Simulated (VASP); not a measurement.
# C (Cmmm) in VASP: a series of runs, part 2 of 2

VASP 6.6.1. Earlier steps stand in the parts before.

## 4. Single point, PBE, collinear spin, ferromagnetic start

The input, INCAR:

```
SYSTEM = C
PREC = Accurate ; ENCUT = 600
EDIFF = 1E-6 ; ISMEAR = 0
SIGMA = 0.1 ; LREAL = .False.
LASPH = .True. ; NELM = 200
ALGO = Normal ; ISIF = 2
LWAVE = .False. ; LCHARG = .False.
ISPIN = 2 ; MAGMOM = 1 1 1 1 1 1
LORBIT = 11 ; GGA = PE
NBANDS = 25 ; GGA_COMPAT = .False.
```

The input, KPOINTS:

```
Automatic mesh
0
Gamma
  12 12 2
  0 0 0
```

The input, POSCAR:

```
C
1.0
    1.2332461097     -2.1360570061      0.0000000000
    1.2332461097      2.1360570061      0.0000000000
    0.0000000000      0.0000000000     12.2664096066
C
6
Direct
    0.1666743790      0.8333256210      0.6711359690
    0.8333256210      0.1666743790      0.6711359690
    0.8333256210      0.1666743790      0.3288640310
    0.1666743790      0.8333256210      0.3288640310
    0.3333193128      0.6666806872      0.0000000000
    0.6666806872      0.3333193128      0.0000000000
```

Potentials or basis: VASP PAW PBE potentials, release 64 (C).

Started as:

```
cat potpaw_PBE.64/C/POTCAR > POTCAR
mpirun -np 1 vasp_std > vasp.out
```

OUTCAR:

```text
SYSTEM = C
   PREC = Accurate
   ENCUT = 600
   EDIFF = 1E-6
   ISMEAR = 0
   LREAL = .False.
   LASPH = .True.
   NELM = 200
   ISIF = 2
   ISPIN = 2
   LORBIT = 11
   GGA = PE

 ion  position               nearest neighbor table
   1  0.167  0.833  0.671-   2 1.42   2 1.42   2 1.42
   2  0.833  0.167  0.671-   1 1.42   1 1.42   1 1.42
   3  0.833  0.167  0.329-   4 1.42   4 1.42   4 1.42
   4  0.167  0.833  0.329-   3 1.42   3 1.42   3 1.42
   5  0.333  0.667  0.000-   6 1.42   6 1.42   6 1.42
   6  0.667  0.333  0.000-   5 1.42   5 1.42   5 1.42

  LATTYP: Found a hexagonal cell.
 ALAT       =     2.4665026861
 C/A-ratio  =     4.9731993709

  Lattice vectors:

 A1 = (   1.2332461097,  -2.1360570061,   0.0000000000)
 A2 = (   1.2332461097,   2.1360570061,   0.0000000000)
 A3 = (   0.0000000000,   0.0000000000,  12.2664096066)

Analysis of symmetry for initial positions (statically):
=====================================================================
 Subroutine PRICEL returns:
 Original cell was already a primitive cell.

 Routine SETGRP: Setting up the symmetry group for a
 hexagonal supercell.

 Subroutine GETGRP returns: Found  8 space group operations
 (whereof  8 operations were pure point group operations)
 out of a pool of 24 trial point group operations.

The static configuration has the point symmetry D_2h.

Analysis of symmetry for dynamics (positions and initial velocities):
=====================================================================
 Subroutine PRICEL returns:
 Original cell was already a primitive cell.

 Routine SETGRP: Setting up the symmetry group for a
 hexagonal supercell.

 Subroutine GETGRP returns: Found  8 space group operations
 (whereof  8 operations were pure point group operations)
 out of a pool of 24 trial point group operations.

The dynamic configuration has the point symmetry D_2h.

Analysis of structural, dynamic, and magnetic symmetry:
=====================================================================
 Subroutine PRICEL returns:
 Original cell was already a primitive cell.

 Routine SETGRP: Setting up the symmetry group for a
 hexagonal supercell.

 Subroutine GETGRP returns: Found  8 space group operations
 (whereof  8 operations were pure point group operations)
 out of a pool of 24 trial point group operations.

The overall configuration has the point symmetry D_2h.

 Subroutine INISYM returns: Found  8 space group operations
 (whereof  8 operations are pure point group operations),
 and found     1 'primitive' translations

----------------------------------------------------------------------------------------

                                     Primitive cell

  volume of cell :      64.6264

  direct lattice vectors                    reciprocal lattice vectors
     1.233246110 -2.136057006  0.000000000     0.405434078 -0.234076150  0.000000000
     1.233246110  2.136057006  0.000000000     0.405434078  0.234076150  0.000000000
     0.000000000  0.000000000 12.266409607     0.000000000  0.000000000  0.081523448

  length of vectors
     2.466502686  2.466502686 12.266409607     0.468154286  0.468154286  0.081523448

  position of ions in fractional coordinates (direct lattice)
     0.166674379  0.833325621  0.671135969
     0.833325621  0.166674379  0.671135969
[... 91 lines left out ...]
   ISIF   =      2    stress and relaxation
   ISYM   =      2    0-nonsym 1-usesym 2-fastsym
   POTIM  = 0.5000    time-step for ionic-motion
   TEBEG  =    0.0;   TEEND  =   0.0 temperature during run
   PSTRESS=    0.0 pullay stress
   NELECT =      24.0000    total number of electrons
   NUPDOWN=      -1.0000    fix difference up-down
   EMIN   =  10.00;   EMAX   =-10.00  energy-range for DOS
   EFERMI =   0.00;   METHOD = LEGACY
   ISMEAR =     0;   SIGMA  =   0.10  broadening in eV -4-tet -1-fermi 0-gaus
   EFERMI_NEDOS =   21; number of points for ismear=-14 and -15
   IALGO  =     38    algorithm
   IMIX   =      4    mixing-type and parameters
     AMIX     =   0.40;   BMIX     =  1.00
     AMIX_MAG =   1.60;   BMIX_MAG =  1.00
  volume/ion in A,a.u.               =      10.77        72.69
  Fermi-wavevector in a.u.,A,eV,Ry     =   1.176726  2.223689 18.839760  1.384683
  Thomas-Fermi vector in A             =   2.313085
   LORBIT       =     11    0 simple, 1 ext, 2 COOP (PROOUT), +10 PAW based schemes
   GGA     = PE    functional components
   LHFCALC =     F    Hartree Fock is set to
   AEXX    =    0.0000 exact exchange contribution
   IVDW    =     0    specifies the selected vdW correction
   LEPSILON=     F    determine dielectric tensor
   LRPA    =     F    only Hartree local field effects (RPA)
 spin polarized calculation
 Gauss-broadening in eV      SIGMA  =   0.10
  energy-cutoff  :      600.00
  volume of cell :       64.63
 maximum number of plane-waves:      2193
   NGX =  9   NGY =  9   NGZ = 49

 number of electron      23.9999998 magnetization       0.0001339

 number of electron      23.9999998 magnetization      -0.0000114

 Free energy of the ion-electron system (eV)
  ---------------------------------------------------
  ext. energy  EPLUGINS =         0.00000000
  ---------------------------------------------------
  free energy    TOTEN  =       -55.35665806 eV

  energy without entropy =      -55.35444046  energy(sigma->0) =      -55.35554926

 E-fermi :   3.0906     XC(G=0):  -8.9857

 val. band max:        3.0670345221   @ k =   0.3333   0.3333   0.0000
 cond. band min:       3.1130538006   @ k =   0.3333   0.3333   0.5000
 fundamental gap:      0.0460192784
 Fermi energy:         3.0906058528

 spin component 1

 k-point     1 :       0.0000    0.0000    0.0000
  band No.  band energies     occupation
      1     -16.4504      1.00000
      2     -16.4129      1.00000
      3     -16.4057      1.00000
      4      -4.7073      1.00000
      5      -4.6569      1.00000
      6      -4.1898      1.00000
[... 637 lines left out ...]
     23      17.7249      0.00000
     24      17.7580      0.00000

 [... further k-points ...]

 spin component 2

 k-point     1 :       0.0000    0.0000    0.0000
  band No.  band energies     occupation
      1     -16.4504      1.00000
      2     -16.4129      1.00000
      3     -16.4057      1.00000
      4      -4.7073      1.00000
      5      -4.6569      1.00000
      6      -4.1898      1.00000
[... 637 lines left out ...]
     23      17.7249      0.00000
     24      17.7580      0.00000

 [... further k-points ...]

 [bands above 24 left out]

------------------------ aborting loop because EDIFF is reached ----------------------------------------

  FORCE on cell =-STRESS in cart. coord.  units (eV):
  Direction    XX          YY          ZZ          XY          YZ          ZX
  --------------------------------------------------------------------------------------
  -------------------------------------------------------------------------------------
  Total        0.0852310      0.0618843     -0.0430037      0.0000000      0.0000000      0.0000000
  in kB        2.1129929      1.5341972     -1.0661214      0.0000000      0.0000000      0.0000000
  external PRESSURE =       0.8603562 kB  Pullay stress =       0.0000000 kB

 VOLUME and BASIS-vectors are now :
 -----------------------------------------------------------------------------
  energy-cutoff  :      600.00
  volume of cell :       64.63
      direct lattice vectors                 reciprocal lattice vectors
     1.233246110 -2.136057006  0.000000000     0.405434078 -0.234076150  0.000000000
     1.233246110  2.136057006  0.000000000     0.405434078  0.234076150  0.000000000
     0.000000000  0.000000000 12.266409607     0.000000000  0.000000000  0.081523448

 POSITION                                       TOTAL-FORCE (eV/Angst)
 -----------------------------------------------------------------------------------
      1.23325      1.42401      8.23243         0.000000      0.003064     -0.001183
      1.23325     -1.42401      8.23243         0.000000     -0.003064     -0.001183
      1.23325     -1.42401      4.03398         0.000000     -0.003064      0.001183
      1.23325      1.42401      4.03398         0.000000      0.003064      0.001183
      1.23325      0.71208      0.00000         0.000000     -0.006347      0.000000
      1.23325     -0.71208      0.00000         0.000000      0.006347      0.000000
 -----------------------------------------------------------------------------------
    total drift:                                0.000000      0.000000     -0.000000

  FREE ENERGIE OF THE ION-ELECTRON SYSTEM (eV)
  ---------------------------------------------------
  free  energy   TOTEN  =       -55.3566580618 eV

  energy  without entropy=      -55.3544404629  energy(sigma->0) =      -55.35554926

 total charge

# of ion       s       p       d       tot
------------------------------------------
    1        0.861   1.787   0.000   2.648
    2        0.861   1.787   0.000   2.648
    3        0.861   1.787   0.000   2.648
    4        0.861   1.787   0.000   2.648
    5        0.861   1.787   0.000   2.648
    6        0.861   1.787   0.000   2.648
--------------------------------------------------
tot          5.167  10.721   0.000  15.887

 magnetization (x)

# of ion       s       p       d       tot
------------------------------------------
    1       -0.000  -0.000   0.000  -0.000
    2       -0.000  -0.000   0.000  -0.000
    3       -0.000  -0.000   0.000  -0.000
    4       -0.000  -0.000   0.000  -0.000
    5       -0.000   0.000   0.000  -0.000
    6       -0.000   0.000   0.000  -0.000
--------------------------------------------------
tot         -0.000  -0.000   0.000  -0.000
```

It took 4.3 min on 1 thread of Intel Xeon Platinum 8488C (Sapphire Rapids), shared host; peak memory 0.36 GiB.

What came out:

```
Free energy                                           : -55.3567 eV
Pressure                                              : 0.1 GPa
Largest force                                         : 0.006 eV/Å
Band gap on the k mesh                                : zero (filled and empty bands overlap)
Net moment                                            : 0.00 μB per cell
Valence electrons inside the program's atomic spheres : C 2.65
```

Forces on the atoms (eV/Å):
```
C    0.000  0.003 -0.001
C    0.000 -0.003 -0.001
C    0.000 -0.003  0.001
C    0.000  0.003  0.001
C    0.000 -0.006  0.000
C    0.000  0.006  0.000
```

Caveat: this functional lacks dispersion, which binds the layers, so the pressure and a relaxed spacing across them are unreliable.

## 5. Overview

| task | spin | cell | k mesh | gap on the mesh (eV) | pressure (GPa) | largest force (eV/Å) |
| --- | --- | --- | --- | --- | --- | --- |
| relaxation of cell and atoms | off | relaxed from a = 2.467, b = 2.467, c = 12.266 Å, angles 90.0, 90.0, 120.0°, 6 atoms | 12 × 12 × 2 | none | 0.1 | 0.01 |
| single point | off | a = 2.467, b = 2.467, c = 12.938 Å, angles 90.0, 90.0, 120.0°, 6 atoms | 18 × 18 × 4 | none | 0.0 | - |
| single point | collinear, ferromagnetic start | a = 2.467, b = 2.467, c = 12.266 Å, angles 90.0, 90.0, 120.0°, 6 atoms | 12 × 12 × 2 | none | 0.1 | 0.01 |

Alike in all rows: level PBE; potentials or basis VASP PAW PBE potentials, release 64 (C); cutoff (eV) 600; smearing gaussian 0.1 eV.

Caveats: this functional lacks dispersion, which binds the layers, so the pressure and a relaxed spacing across them are unreliable; the relaxation stopped at its first step, so nothing moved (some runs).

Total energies depend on the potentials used, so only differences within one code and one set of settings carry meaning.
